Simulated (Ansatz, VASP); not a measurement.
**GaSb3: VASP beside Ansatz**

The input INCAR:

```
SYSTEM = GaSb3
ALGO = Normal
EDIFF = 1E-7
ENCUT = 520
GGA = PS
ISIF = 2
ISMEAR = 0
IVDW = 12
LASPH = .True.
LCHARG = .True.
LELF = .True.
LREAL = .False.
LVHAR = .True.
LWAVE = .False.
NBANDS = 22
NELM = 80
PREC = Accurate
SIGMA = 0.15
```

The input KPOINTS:

```
k-points
0
Gamma
  12 12 12
  0 0 0
```

POSCAR

```
GaSb3
1.0
    0.0000000000      3.5855047185      3.5855047185
    3.5855047185      0.0000000000      3.5855047185
    3.5855047185      3.5855047185      0.0000000000
Ga Sb
1 3
Direct
    0.0000000000      0.0000000000      0.0000000000
    0.2221099237      0.2778900763      0.2221099237
    0.7221099237      0.7778900763      0.7221099237
    0.4721099237      0.5278900763      0.4721099237
```

Input for Ansatz:

```yaml
crystal:
  lattice:
    - [0.0, 3.5855047185, 3.5855047185]
    - [3.5855047185, 0.0, 3.5855047185]
    - [3.5855047185, 3.5855047185, 0.0]
  atoms:
    - { symbol: Ga, position: [0.0, 0.0, 0.0] }
    - { symbol: Sb, position: [0.2221099237, 0.2778900763, 0.2221099237] }
    - { symbol: Sb, position: [0.7221099237, 0.7778900763, 0.7221099237] }
    - { symbol: Sb, position: [0.4721099237, 0.5278900763, 0.4721099237] }
basis:
  ecutwfc: 420
kpoints:
  mp_grid: { grid: [12, 12, 12] }
hamiltonian:
  xc: pbesol
  dispersion: d3bj
scf:
  occupations: { method: gaussian, width: 0.15 }
output:
  forces: true
  stress: true
  eigenvalues: true
```

Change from the starting cell: all Sb atoms moved -0.200 Å, as atom 2 along Cartesian [0 1 0].

Alike in both runs: task single point; functional PBEsol; dispersion D3(BJ); k mesh 12 × 12 × 12; occupations gaussian, width 0.15 eV; no spin polarisation.

|  | VASP | Ansatz |
| --- | --- | --- |
| version | VASP 6.6.1 | Ansatz 0.2.0 |
| potentials or method | VASP PAW PBE potentials, release 64 (Ga_d, Sb), cutoff 520 eV | scalar-relativistic, plane waves, PAW |
| valence electrons in the cell | 28 | 58 |

|  | VASP | Ansatz | Ansatz less VASP |
| --- | --- | --- | --- |
| gap on the k mesh at the Fermi level (eV) | none | none | - |
| pressure (GPa) | 0.9 | 0.8 | -0.09 |
| traceless stress, the component that is largest in VASP (GPa) | -0.18 | -0.18 | +0.003 |
| rms of the force components (eV/Å) | 0.147 | 0.145 | -0.0015 |

VASP's potentials were made for PBE, not for PBEsol. Atom by atom the forces differ by 0.002 eV/Å (rms over components). A gap of «none» marks a metal or a gap that the smearing closes. VASP's potentials hold 28 valence electrons a cell and Ansatz's 58, so a difference there can come from the potentials and not from the codes.

Neither program's run includes spin-orbit coupling.
